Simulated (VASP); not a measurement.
# PtS2 (P1) in VASP: notebook, part 2 of 2

VASP 6.6.1. The steps go on from the part before.

## Step 3: Single point, PBEsol (atom 2 (S) moved by (-0.200, +0.100) A along x and y)

File INCAR:

```
PREC = Accurate ; ENCUT = 520
EDIFF = 1E-7 ; ISMEAR = 0
SIGMA = 0.05 ; LREAL = False
LASPH = True ; NELM = 60
ALGO = Normal ; ISIF = 2
LWAVE = False ; LCHARG = True
GGA = PS ; LELF = True
LVHAR = True ; NBANDS = 18
```

File KPOINTS:

```
Automatic mesh
0
Gamma
  12 12 8
```

File POSCAR:

```
PtS2
1.0
    3.5431994758      0.0000000000      0.0000000000
   -1.7715997379      3.0685007567      0.0000000000
    0.0000000000      0.0000000000      5.0388000000
Pt S
1 2
Direct
    0.0000000000      0.0000000000      0.0000000000
    0.2931817771      0.6992558716      0.2500000000
    0.6666666667      0.3333333333      0.7500000000
```

Potentials or basis: VASP PAW PBE potentials, release 64 (Pt, S).

Run with:

```
> cat potpaw_PBE.64/Pt/POTCAR potpaw_PBE.64/S/POTCAR > POTCAR
> mpirun -np 1 vasp_std > vasp.out
```

OUTCAR:

```text
PREC = Accurate
   ENCUT = 520
   EDIFF = 1E-7
   ISMEAR = 0
   LREAL = False
   LASPH = True
   NELM = 60
   ISIF = 2
   GGA = PS

 ion  position               nearest neighbor table
   1  0.000  0.000  0.000-   2 2.22   3 2.40   3 2.40   3 2.40   2 2.50   2 2.52
   2  0.293  0.699  0.250-   1 2.22   1 2.50   1 2.52
   3  0.667  0.333  0.750-   1 2.40   1 2.40   1 2.40

  LATTYP: Found a hexagonal cell.
 ALAT       =     3.5431994758
 C/A-ratio  =     1.4221045229

  Lattice vectors:
[... 695 lines left out ...]

  FORCE on cell =-STRESS in cart. coord.  units (eV):
  Direction    XX          YY          ZZ          XY          YZ          ZX
  --------------------------------------------------------------------------------------
  -------------------------------------------------------------------------------------
  Total        0.6334931     -0.7216984     -0.7300233     -1.2558877     -1.3704889      2.5236559
  in kB       18.5269327    -21.1065551    -21.3500240    -36.7292826    -40.0808705     73.8060162
  external PRESSURE =      -7.9765488 kB  Pullay stress =       0.0000000 kB

 VOLUME and BASIS-vectors are now :
 -----------------------------------------------------------------------------
  energy-cutoff  :      520.00
  volume of cell :       54.78
      direct lattice vectors                 reciprocal lattice vectors
     3.543199476  0.000000000  0.000000000     0.282230794  0.162946025  0.000000000
    -1.771599738  3.068500757  0.000000000     0.000000000  0.325892049  0.000000000
     0.000000000  0.000000000  5.038800000     0.000000000  0.000000000  0.198459951

 POSITION                                       TOTAL-FORCE (eV/Angst)
 -----------------------------------------------------------------------------------
      0.00000      0.00000      0.00000        -1.894357      1.018606     -0.518506
     -0.20000      2.14567      1.25970         2.045466     -1.102464      0.011771
      1.77160      1.02283      3.77910        -0.151109      0.083858      0.506735
 -----------------------------------------------------------------------------------
    total drift:                               -0.000078     -0.000005     -0.000016

  FREE ENERGIE OF THE ION-ELECTRON SYSTEM (eV)
  ---------------------------------------------------
  free  energy   TOTEN  =       -16.7220879901 eV

  energy  without entropy=      -16.7220879891  energy(sigma->0) =      -16.72208799
```

Wall time 3.6 min (1 thread of Intel Xeon 6975P-C (Granite Rapids), shared host); peak memory 0.61 GiB.

What came out:

| Property | Result |
| --- | --- |
| Free energy | -16.7221 eV |
| Pressure | -0.8 GPa |
| Largest force | 2.324 eV/Å |
| Band gap on the k mesh | 0.34 eV (least direct gap 0.53 eV) |

Forces in eV/Å, atoms in the order of the input:
```
Pt  -1.894  1.019 -0.519
S    2.045 -1.102  0.012
S   -0.151  0.084  0.507
```

Caveat: the cell differs from its parent crystal (atom 2 (S) moved by (-0.200, +0.100) A along x and y); the PAW data sets were made with another functional, which shifts forces and pressure a little; spin-orbit coupling is left out, which moves the levels of the heavy elements.

## Step 4: Single point, PBEsol (atom 2 (S) moved by (-0.100, +0.100) A along x and y)

File INCAR:

```
SYSTEM = PtS2
  PREC = Accurate
  ENCUT = 520
  EDIFF = 1E-6
  ISMEAR = 0
  SIGMA = 0.05
  LREAL = .FALSE.
  LASPH = .TRUE.
  NELM = 100
  ALGO = Normal
  ISIF = 2
  LWAVE = .FALSE.
  LCHARG = .FALSE.
  GGA = PS
  NBANDS = 18
```

File KPOINTS:

```
Automatic mesh
0
G
  12 12 8
  0 0 0
```

Edit POSCAR of step 3 so:

```diff
@@ -9,3 +9,3 @@
     0.0000000000      0.0000000000      0.0000000000
-    0.2931817771      0.6992558716      0.2500000000
+    0.3214048564      0.6992558716      0.2500000000
     0.6666666667      0.3333333333      0.7500000000
```

Run with:

```
> cat potpaw_PBE.64/Pt/POTCAR potpaw_PBE.64/S/POTCAR > POTCAR
> mpirun -np 1 vasp_std > vasp.out
```

It took 2.6 min on 1 thread of Intel Xeon 6975P-C (Granite Rapids), shared host; peak memory 0.61 GiB.

It converged, with:

* Free energy: -16.8745 eV
* Pressure: -2.2 GPa
* Largest force: 1.374 eV/Å
* Band gap on the k mesh: 0.38 eV (least direct gap 0.60 eV)

Forces on the atoms (eV/Å):
```
Pt  -0.932  0.793 -0.188
S    1.010 -0.854 -0.372
S   -0.078  0.061  0.559
```

Stress tensor (GPa, compression positive):
```
-0.01 -1.78  3.64
-1.78 -2.97 -3.01
 3.64 -3.01 -3.70
```

Levels at points of the mesh, in eV from the valence-band top:
| k point | band 8 | band 9 | band 10 | band 11 | band 12 | band 13 | band 14 | band 15 |
| --- | --- | --- | --- | --- | --- | --- | --- | --- |
| (0.00, 0.00, 0.00) | -2.30 | -1.23 | -0.90 | 0.00 | 1.54 | 1.97 | 4.39 | 5.11 |
| (0.50, 0.00, 0.00) | -3.27 | -3.09 | -2.98 | -2.49 | 1.16 | 2.37 | 5.40 | 6.24 |
| (0.00, 0.50, 0.00) | -3.27 | -3.06 | -2.94 | -2.50 | 1.04 | 2.49 | 5.46 | 6.30 |
| (0.50, 0.50, 0.00) | -3.31 | -3.13 | -3.06 | -2.52 | 1.48 | 2.24 | 5.12 | 6.12 |
| (0.00, 0.00, 0.50) | -2.91 | -1.51 | -1.35 | -1.22 | 2.30 | 2.52 | 5.40 | 6.84 |
| (0.50, 0.00, 0.50) | -3.15 | -2.84 | -2.49 | -1.40 | 1.30 | 2.10 | 4.79 | 5.04 |
| (0.00, 0.50, 0.50) | -3.11 | -2.79 | -2.55 | -1.34 | 1.42 | 2.10 | 4.67 | 4.96 |
| (0.50, 0.50, 0.50) | -3.18 | -2.83 | -2.63 | -1.67 | 1.21 | 2.03 | 5.13 | 5.28 |

Caveat: the cell differs from its parent crystal (atom 2 (S) moved by (-0.100, +0.100) A along x and y); the PAW data sets were made with another functional, which shifts forces and pressure a little; spin-orbit coupling is left out, which moves the levels of the heavy elements.

## Step 5: Single point, PBEsol (atom 2 (S) moved by (-0.100, +0.200) A along x and y)

File INCAR:

```
PREC = Accurate ; ENCUT = 520
EDIFF = 1E-6 ; ISMEAR = 0
SIGMA = 0.05 ; LREAL = F
LASPH = T ; NELM = 80
ALGO = Normal ; ISIF = 2
LWAVE = F ; LCHARG = T
GGA = PS ; LELF = T
LVHAR = T ; NBANDS = 18
```

File KPOINTS:

```
regular mesh
0
Gamma
  12 12 8
```

Edit POSCAR of step 4 so:

```diff
@@ -9,3 +9,3 @@
     0.0000000000      0.0000000000      0.0000000000
-    0.3214048564      0.6992558716      0.2500000000
+    0.3376994589      0.7318450765      0.2500000000
     0.6666666667      0.3333333333      0.7500000000
```

Run with:

```
> cat potpaw_PBE.64/Pt/POTCAR potpaw_PBE.64/S/POTCAR > POTCAR
> mpirun -np 1 vasp_std > vasp.out
```

Run time: 2.9 min. Hardware: 1 thread of Intel Xeon 6975P-C (Granite Rapids), shared host; peak memory 0.61 GiB.

It converged, with:

```
Free energy            : -16.7565 eV
Pressure               : -1.2 GPa
Largest force          : 1.893 eV/Å
Band gap on the k mesh : 0.32 eV (least direct gap 0.45 eV)
```

Forces on the atoms (eV/Å):
```
Pt  -1.083  1.390 -0.428
S    1.175 -1.482 -0.085
S   -0.092  0.091  0.512
```

Stress tensor (GPa, compression positive):
```
 2.14 -2.10  4.30
-2.10 -3.04 -5.13
 4.30 -5.13 -2.59
```

Levels at points of the mesh, in eV from the valence-band top:
```
           k point  band 9  band 10  band 11  band 12  band 13  band 14
(0.00, 0.00, 0.00)   -1.24    -0.71    -0.01     1.46     2.11     4.46
(0.50, 0.00, 0.00)   -3.11    -2.96    -2.36     1.28     2.20     5.39
(0.00, 0.50, 0.00)   -3.03    -2.82    -2.42     0.90     2.65     5.57
(0.50, 0.50, 0.00)   -3.16    -3.00    -2.44     1.59     2.17     5.07
(0.00, 0.00, 0.50)   -1.49    -1.29    -1.09     2.17     2.59     5.45
(0.50, 0.00, 0.50)   -2.86    -2.32    -1.37     1.14     2.15     4.90
(0.00, 0.50, 0.50)   -2.71    -2.51    -1.18     1.56     2.16     4.54
(0.50, 0.50, 0.50)   -2.93    -2.45    -1.66     1.13     2.06     5.25
```

Caveat: the cell differs from its parent crystal (atom 2 (S) moved by (-0.100, +0.200) A along x and y); the PAW data sets were made with another functional, which shifts forces and pressure a little; spin-orbit coupling is left out, which moves the levels of the heavy elements.

## Step 6: Overview

| cell | gap on the mesh (eV) | pressure (GPa) | largest force (eV/Å) |
| --- | --- | --- | --- |
| as given, atomic positions A | 0.30 | -1.4 | 1.54 |
| as given, atomic positions B | 0.34 | -0.8 | 2.32 |
| as given, atomic positions C | 0.38 | -2.2 | 1.37 |
| as given, atomic positions D | 0.32 | -1.2 | 1.89 |

Alike in all rows: task single point; level PBEsol; potentials or basis VASP PAW PBE potentials, release 64 (Pt, S); no spin polarisation; k mesh 12 × 12 × 8; cutoff (eV) 520; smearing gaussian 0.05 eV.

Caveats: the PAW data sets were made with another functional, which shifts forces and pressure a little; spin-orbit coupling is left out, which moves the levels of the heavy elements.

Total energies depend on the potentials used, so only differences within one code and one set of settings carry meaning.
